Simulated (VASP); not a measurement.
A run of VASP 6.6.1 is set up as follows.

File INCAR:

```
SYSTEM = Te2Mo
ALGO = Normal ; EDIFF = 1E-7
ENCUT = 520 ; GGA = CA
ISIF = 2 ; ISMEAR = 0
KPAR = 4 ; LASPH = .True.
LCHARG = .False. ; LREAL = .False.
LWAVE = .False. ; NBANDS = 49
NELM = 60 ; PREC = Accurate
SIGMA = 0.05
```

Contents of KPOINTS:

```
k-points
0
Gamma
  12 12 1
  0 0 0
```

File POSCAR:

```
Te2Mo
1.0
    3.4709964735      0.0000000000      0.0000000000
   -1.7354982368      3.0059711225      0.0000000000
    0.0000000000      0.0000000000     30.2065362563
Te Mo
6 3
Direct
    0.0008786234      0.0006431970      0.9405159683
    0.3654669030      0.6901900723      0.7128929968
    0.3020758710      0.6437846161      0.1682534351
    0.3645907957      0.6895487172      0.8317465649
    0.3011997636      0.6431432610      0.2871070032
   -0.0008786234     -0.0006431970      0.0594840317
    0.0316181090      0.0231460622      0.7722229666
   -0.0316181090     -0.0231460622      0.2277770334
    0.3333333333      0.6666666667      0.0000000000
```

Potentials or basis: VASP PAW LDA potentials, release 64 (Te, Mo_sv).

The run is started by

```bash
$ cat potpaw_LDA.64/Te/POTCAR potpaw_LDA.64/Mo_sv/POTCAR > POTCAR
$ mpirun -np 4 vasp_std > vasp.out
```

Q: What does it give for the largest force?

A: 0.058 eV/Å.

Q: Predict the band gap on the k mesh.

A: 0.82 eV (least direct gap 1.15 eV).

Forces in eV/Å, atoms in the order of the input:
```
Te   0.001  0.000 -0.055
Te  -0.006 -0.006 -0.058
Te   0.005  0.006 -0.054
Te  -0.008 -0.006  0.054
Te   0.006  0.006  0.058
Te   0.001  0.000  0.056
Mo  -0.005 -0.005  0.001
Mo   0.005  0.005 -0.001
Mo   0.001  0.000  0.000
```

Caveat: the cell differs from its parent crystal (atoms displaced along a vibrational mode); there is no dipole correction, which matters where the two faces differ; spin-orbit coupling is left out, which moves the levels of the heavy elements.
